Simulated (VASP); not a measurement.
# W (C2/m) in VASP: single point with PBEsol

Aim: the single point of W with PBEsol.

All numbers are computed with VASP 6.6.1; they aren't measurements. Logs are shortened: lines on timing, memory, paths and dates and some standing lists are left out, and cuts for length are marked.

**1. The cell of the first run**

The structure is monoclinic, space group C2/m (No. 12). Conventional cell: a = 3.998 Å, b = 3.998 Å, c = 3.998 Å, α = 90.00°, β = 90.00°, γ = 90.00°. Within 3.5 Å of W (site symmetry m) lie 12 W at 2.62 to 3.04 Å.

**2. Single point, PBEsol (atoms displaced along several vibrational modes)**

Input file INCAR:

```
SYSTEM = W
PREC = Accurate ; ENCUT = 520
EDIFF = 1E-7 ; ISMEAR = 0
SIGMA = 0.15 ; LREAL = .False.
LASPH = .True. ; NELM = 80
ALGO = Fast ; ISIF = 2
LWAVE = .False. ; LCHARG = .False.
GGA = PS ; NBANDS = 21
```

Input file KPOINTS:

```
Automatic mesh
0
Gamma
  16 16 12
  0 0 0
```

Input file POSCAR:

```
W
1.0
    0.0000000000     -1.9991269216     -1.9991269216
    0.0000000000      1.9991269216     -1.9991269216
    3.9982538432      0.0000000000      0.0000000000
W
2
Direct
    0.5202088219      0.4797911781      0.4829925756
   -0.0202088219      0.0202088219      0.0170074244
```

Potentials or basis: VASP PAW PBE potentials, release 64 (W_sv).

Run with:

```console
$ cat potpaw_PBE.64/W_sv/POTCAR > POTCAR
$ mpirun -np 1 vasp_std > vasp.out
```

OUTCAR:

```text
SYSTEM = W
   PREC = Accurate
   ENCUT = 520
   EDIFF = 1E-7
   ISMEAR = 0
   LREAL = .False.
   LASPH = .True.
   NELM = 80
   ISIF = 2
   GGA = PS

 ion  position               nearest neighbor table
   1  0.520  0.480  0.483-   2 2.62   2 2.74   2 2.74   2 2.82   2 2.85   2 2.93   2 2.93   2 3.04

   2  0.980  0.020  0.017-   1 2.62   1 2.74   1 2.74   1 2.82   1 2.85   1 2.93   1 2.93   1 3.04

  LATTYP: Found a simple tetragonal cell.
 ALAT       =     2.8271924054
 C/A-ratio  =     1.4142135624

  Lattice vectors:

 A1 = (   0.0000000000,  -1.9991269216,  -1.9991269216)
 A2 = (   0.0000000000,   1.9991269216,  -1.9991269216)
 A3 = (   3.9982538432,   0.0000000000,   0.0000000000)

Analysis of symmetry for initial positions (statically):
=====================================================================
 Subroutine PRICEL returns:
 Original cell was already a primitive cell.

 Routine SETGRP: Setting up the symmetry group for a
 simple tetragonal supercell.

 Subroutine GETGRP returns: Found  4 space group operations
 (whereof  2 operations were pure point group operations)
 out of a pool of 16 trial point group operations.

The static configuration has the point symmetry C_1h.
 The point group associated with its full space group is C_2h.

Analysis of symmetry for dynamics (positions and initial velocities):
=====================================================================
 Subroutine PRICEL returns:
 Original cell was already a primitive cell.

 Routine SETGRP: Setting up the symmetry group for a
 simple tetragonal supercell.

 Subroutine GETGRP returns: Found  4 space group operations
 (whereof  2 operations were pure point group operations)
 out of a pool of 16 trial point group operations.

The dynamic configuration has the point symmetry C_1h.
 The point group associated with its full space group is C_2h.

 Subroutine INISYM returns: Found  4 space group operations
 (whereof  2 operations are pure point group operations),
 and found     1 'primitive' translations

----------------------------------------------------------------------------------------

                                     Primitive cell

  volume of cell :      31.9581

  direct lattice vectors                    reciprocal lattice vectors
     0.000000000 -1.999126922 -1.999126922     0.000000000 -0.250109182 -0.250109182
     0.000000000  1.999126922 -1.999126922     0.000000000  0.250109182 -0.250109182
     3.998253843  0.000000000  0.000000000     0.250109182  0.000000000  0.000000000

  length of vectors
     2.827192405  2.827192405  3.998253843     0.353707798  0.353707798  0.250109182

  position of ions in fractional coordinates (direct lattice)
     0.520208822  0.479791178  0.482992576
     0.979791178  0.020208822  0.017007424

  ion indices of the primitive-cell ions
   primitive index   ion index
                 1           1
                 2           2

----------------------------------------------------------------------------------------

 KPOINTS: Automatic mesh

Automatic generation of k-mesh.
 Grid dimensions read from file:
 generate k-points for:   16   16   12

 Generating k-lattice:

  Cartesian coordinates                     Fractional coordinates (reciprocal lattice)
     0.000000000 -0.015631824 -0.015631824     0.062500000  0.000000000  0.000000000
     0.000000000  0.015631824 -0.015631824     0.000000000  0.062500000  0.000000000
     0.020842432  0.000000000  0.000000000     0.000000000  0.000000000  0.083333333

  Length of vectors
     0.022106737  0.022106737  0.020842432

  Shift w.r.t. Gamma in fractional coordinates (k-lattice)
     0.000000000  0.000000000  0.000000000

 Subroutine IBZKPT returns following result:
 ===========================================

 Found    826 irreducible k-points:

 Following reciprocal coordinates:
            Coordinates               Weight
  0.000000  0.000000  0.000000      1.000000
  0.062500  0.000000  0.000000      4.000000
  0.125000  0.000000  0.000000      4.000000
  0.187500  0.000000  0.000000      4.000000
  0.250000  0.000000  0.000000      4.000000
  0.312500  0.000000  0.000000      4.000000
[... 16 lines left out ...]
 -0.062500  0.437500  0.000000      4.000000
  0.500000  0.062500  0.000000      4.000000
 [... further k-points ...]
   k-points           NKPTS =    826   k-points in BZ     NKDIM =    826   number of bands    NBANDS=     21
   number of dos      NEDOS =    301   number of ions     NIONS =      2
   total plane-waves  NPLWV =  17280
   dimension x,y,z NGX =    24 NGY =   24 NGZ =   30
   dimension x,y,z NGXF=    48 NGYF=   48 NGZF=   60
   ions per type =               2
   NGX,Y,Z   is equivalent  to a cutoff of  14.11, 14.11, 12.47 a.u.
   NGXF,Y,Z  is equivalent  to a cutoff of  28.23, 28.23, 24.95 a.u.
 SYSTEM =  W
   PREC   = accura    normal or accurate (medium, high low for compatibility)
   ISTART =      0    job   : 0-new  1-cont  2-samecut
   ICHARG =      2    charge: 1-file 2-atom 10-const
   ISPIN  =      1    spin polarized calculation?
   LNONCOLLINEAR =      F non collinear calculations
   LSORBIT =      F    spin-orbit coupling
   LASPH  =      T    aspherical Exc in radial PAW
   ENCUT  =  520.0 eV  38.22 Ry    6.18 a.u.   5.26  5.26  7.43*2*pi/ulx,y,z
   NELM   =     80;   NELMIN=  2; NELMDL= -5     # of ELM steps
   EDIFF  = 0.1E-06   stopping-criterion for ELM
   LREAL  =      F    real-space projection
   EDIFFG = 0.1E-05   stopping-criterion for IOM
   NSW    =      0    number of steps for IOM
   IBRION =     -1    ionic relax: 0-MD 1-quasi-New 2-CG
   NFREE  =      0    steps in history (QN), initial steepest desc. (CG)
   ISIF   =      2    stress and relaxation
   ISYM   =      2    0-nonsym 1-usesym 2-fastsym
   POTIM  = 0.5000    time-step for ionic-motion
   TEBEG  =    0.0;   TEEND  =   0.0 temperature during run
   PSTRESS=    0.0 pullay stress
   NELECT =      28.0000    total number of electrons
   NUPDOWN=      -1.0000    fix difference up-down
   EMIN   =  10.00;   EMAX   =-10.00  energy-range for DOS
   EFERMI =   0.00;   METHOD = LEGACY
   ISMEAR =     0;   SIGMA  =   0.15  broadening in eV -4-tet -1-fermi 0-gaus
   EFERMI_NEDOS =   21; number of points for ismear=-14 and -15
   IALGO  =     68    algorithm
   IMIX   =      4    mixing-type and parameters
     AMIX     =   0.40;   BMIX     =  1.00
     AMIX_MAG =   1.60;   BMIX_MAG =  1.00
  volume/ion in A,a.u.               =      15.98       107.83
  Fermi-wavevector in a.u.,A,eV,Ry     =   1.566512  2.960279 33.388164  2.453961
  Thomas-Fermi vector in A             =   2.668829
   LORBIT       =      0    0 simple, 1 ext, 2 COOP (PROOUT), +10 PAW based schemes
   GGA     = PS    functional components
   LHFCALC =     F    Hartree Fock is set to
   AEXX    =    0.0000 exact exchange contribution
   IVDW    =     0    specifies the selected vdW correction
   LEPSILON=     F    determine dielectric tensor
   LRPA    =     F    only Hartree local field effects (RPA)
 non-spin polarized calculation
 RMM-DIIS sequential band-by-band and
 Gauss-broadening in eV      SIGMA  =   0.15
  energy-cutoff  :      520.00
  volume of cell :       31.96
 maximum number of plane-waves:       888
 NGX is ok and might be reduce to    24
   NGX = 11   NGY = 11   NGZ = 15

 number of electron      27.9999997 magnetization

 Free energy of the ion-electron system (eV)
  ---------------------------------------------------
  ext. energy  EPLUGINS =         0.00000000
  ---------------------------------------------------
  free energy    TOTEN  =       -26.45246680 eV

  energy without entropy =      -26.42831882  energy(sigma->0) =      -26.44039281

 E-fermi :  10.7333     XC(G=0): -13.6876

 val. band max:       10.7326042314   @ k =   0.5000  -0.3125   0.1667
 cond. band min:      10.7343946028   @ k =   0.5000  -0.1875   0.4167
 fundamental gap:      0.0017903714
 Fermi energy:        10.7333138347

 k-point     1 :       0.0000    0.0000    0.0000
  band No.  band energies     occupation
      1     -62.8729      2.00000
      2     -62.6884      2.00000
      3     -27.6796      2.00000
      4     -26.9448      2.00000
      5     -26.9321      2.00000
      6     -26.4665      2.00000
[... 13 lines left out ...]
     20      16.7277      0.00000
     21      22.8489      0.00000

 k-point     2 :       0.0625    0.0000    0.0000
  band No.  band energies     occupation
      1     -62.8697      2.00000
      2     -62.6885      2.00000
      3     -27.6675      2.00000
      4     -26.9642      2.00000
      5     -26.9309      2.00000
      6     -26.4916      2.00000
[... 13 lines left out ...]
     20      17.2173      0.00000
     21      22.0427      0.00000

 k-point     3 :       0.1250    0.0000    0.0000
  band No.  band energies     occupation
      1     -62.8605      2.00000
      2     -62.6889      2.00000
      3     -27.6323      2.00000
      4     -27.0313      2.00000
      5     -26.9137      2.00000
      6     -26.5747      2.00000
[... 13 lines left out ...]
     20      18.4293      0.00000
     21      20.8013      0.00000

 k-point     4 :       0.1875    0.0000    0.0000
  band No.  band energies     occupation
      1     -62.8462      2.00000
      2     -62.6902      2.00000
      3     -27.5776      2.00000
      4     -27.1282      2.00000
      5     -26.8869      2.00000
      6     -26.7006      2.00000
[... 13 lines left out ...]
     20      19.5939      0.00000
     21      19.8429      0.00000

 k-point     5 :       0.2500    0.0000    0.0000
  band No.  band energies     occupation
      1     -62.8280      2.00000
      2     -62.6930      2.00000
      3     -27.5113      2.00000
      4     -27.2349      2.00000
      5     -26.8852      2.00000
      6     -26.8130      2.00000
[... 13 lines left out ...]
     20      18.6525      0.00000
     21      21.2678      0.00000

 k-point     6 :       0.3125    0.0000    0.0000
  band No.  band energies     occupation
      1     -62.8078      2.00000
      2     -62.6977      2.00000
      3     -27.4525      2.00000
      4     -27.3279      2.00000
      5     -26.9997      2.00000
      6     -26.7909      2.00000
[... 13 lines left out ...]
     20      18.0871      0.00000
     21      22.6154      0.00000

 k-point     7 :       0.3750    0.0000    0.0000
  band No.  band energies     occupation
      1     -62.7878      2.00000
      2     -62.7045      2.00000
      3     -27.4479      2.00000
      4     -27.3767      2.00000
      5     -27.0744      2.00000
      6     -26.7480      2.00000
[... 13 lines left out ...]
     20      17.9679      0.00000
     21      23.1895      0.00000
[... 291 lines left out ...]
      1     -62.7856      2.00000
      2     -62.7036      2.00000
      3     -27.4473      2.00000
      4     -27.3743      2.00000
      5     -27.0778      2.00000
      6     -26.7765      2.00000
[... 13 lines left out ...]
     20      18.0928      0.00000
     21      23.2278      0.00000

 k-point    21 :      -0.0625    0.3750    0.0000
  band No.  band energies     occupation
      1     -62.7855      2.00000
      2     -62.7038      2.00000
      3     -27.4441      2.00000
      4     -27.3776      2.00000
      5     -27.0772      2.00000
      6     -26.7759      2.00000
[... 13 lines left out ...]
     20      18.1178      0.00000
     21      23.1573      0.00000

 k-point    22 :       0.4375    0.0625    0.0000
  band No.  band energies     occupation
      1     -62.7692      2.00000
      2     -62.7113      2.00000
      3     -27.4747      2.00000
      4     -27.4148      2.00000
      5     -27.0669      2.00000
      6     -26.7807      2.00000
[... 13 lines left out ...]
     20      18.0929      0.00000
     21      22.8079      0.00000

 k-point    23 :      -0.0625    0.4375    0.0000
  band No.  band energies     occupation
      1     -62.7691      2.00000
      2     -62.7114      2.00000
      3     -27.4726      2.00000
      4     -27.4170      2.00000
      5     -27.0661      2.00000
      6     -26.7832      2.00000
[... 13 lines left out ...]
     20      18.1128      0.00000
     21      22.7843      0.00000

 k-point    24 :       0.5000    0.0625    0.0000
  band No.  band energies     occupation
      1     -62.7620      2.00000
      2     -62.7154      2.00000
      3     -27.4794      2.00000
      4     -27.4425      2.00000
      5     -27.0435      2.00000
      6     -26.8107      2.00000
[... 13 lines left out ...]
     20      17.9810      0.00000
     21      22.6943      0.00000

 [... further k-points ...]
[... 5 lines left out ...]
  --------------------------------------------------------------------------------------
  -------------------------------------------------------------------------------------
  Total        0.0126827      1.0172815      1.7242974     -0.8378377      0.0000000      0.0000000
  in kB        0.6358324     51.0000527     86.4453537    -42.0038794      0.0000000      0.0000000
  external PRESSURE =      46.0270796 kB  Pullay stress =       0.0000000 kB

 VOLUME and BASIS-vectors are now :
 -----------------------------------------------------------------------------
  energy-cutoff  :      520.00
  volume of cell :       31.96
      direct lattice vectors                 reciprocal lattice vectors
     0.000000000 -1.999126922 -1.999126922     0.000000000 -0.250109182 -0.250109182
     0.000000000  1.999126922 -1.999126922     0.000000000  0.250109182 -0.250109182
     3.998253843  0.000000000  0.000000000     0.250109182  0.000000000  0.000000000

 POSITION                                       TOTAL-FORCE (eV/Angst)
 -----------------------------------------------------------------------------------
      1.93113     -0.08080     -1.99913         1.839201      0.454000      0.000000
      0.06800     -1.91833     -1.99913        -1.839201     -0.454000      0.000000
 -----------------------------------------------------------------------------------
    total drift:                                0.000000     -0.000000      0.000000

  FREE ENERGIE OF THE ION-ELECTRON SYSTEM (eV)
  ---------------------------------------------------
  free  energy   TOTEN  =       -26.4524668018 eV

  energy  without entropy=      -26.4283188211  energy(sigma->0) =      -26.44039281
```

It took 5.6 min on 1 thread of AMD EPYC 9R45 (Zen 5), shared host; peak memory 0.47 GiB.

Results:

- Free energy: -26.4525 eV
- Pressure: 4.6 GPa
- Largest force: 1.894 eV/Å
- Band gap on the k mesh: zero (bands 14 and 15 overlap by 3.71 eV)

Forces on the atoms (eV/Å):
```
W    1.839  0.454  0.000
W   -1.839 -0.454  0.000
```

Caveat: the cell differs from its parent crystal (atoms displaced along several vibrational modes); the stress differs along the axes, from 0 to 9 GPa; the PAW data sets were made with another functional, which shifts forces and pressure a little; spin-orbit coupling is left out, which moves the levels of the heavy elements.
